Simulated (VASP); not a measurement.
Wanted: the native input for a VASP 6.6.1 run.

| Item | Value |
| --- | --- |
| Task | single point |
| Functional | PBE |
| Potentials or basis | VASP PAW PBE potentials, release 64 (Pt) |
| Cutoff | 520 eV |
| k mesh | 9 × 9 × 17 |
| Occupations | gaussian, width 0.1 eV |
| Spin | no spin polarisation |
| Dipole correction | no |
| Further INCAR settings | ALGO = Fast; EDIFF = 1e-06; NBANDS = 17 |

The structure of Pt lies in POSCAR:

```
Pt
1.0
    3.8679402686      0.0000000000      0.0009707330
    0.0000000000      3.8679403904      0.0000000000
   -1.9334560800      0.0000000000      2.0540689477
Pt
2
Direct
    0.0000000000      0.0000000000      0.0000000000
    0.5000000000      0.5000000000      0.0000000000
```

The input as run:

INCAR

```
SYSTEM = Pt
ALGO = Fast
EDIFF = 1E-6
ENCUT = 520
GGA = PE
ISIF = 2
ISMEAR = 0
LASPH = .TRUE.
LCHARG = .TRUE.
LELF = .TRUE.
LREAL = .FALSE.
LVHAR = .TRUE.
LWAVE = .FALSE.
NBANDS = 17
NELM = 80
PREC = Accurate
SIGMA = 0.1
```

KPOINTS

```
k-points
0
G
  9 9 17
  0 0 0
```

Potentials or basis: VASP PAW PBE potentials, release 64 (Pt).

Run with:

```console
$ cat potpaw_PBE.64/Pt/POTCAR > POTCAR
$ mpirun -np 1 vasp_std > vasp.out
```

It gave:

| Property | Result |
| --- | --- |
| Pressure | 4.6 GPa |
| Band gap on the k mesh | zero (band 10 reaches 11.71 eV, above the bottom of band 11 at 9.76 eV) |

Caveat: spin-orbit coupling is left out, which moves the levels of the heavy elements.

Run time: 86 s on 1 thread of Intel(R) Xeon(R) 6975P-C (Granite Rapids), on a shared host, peak memory 0.28 GiB.
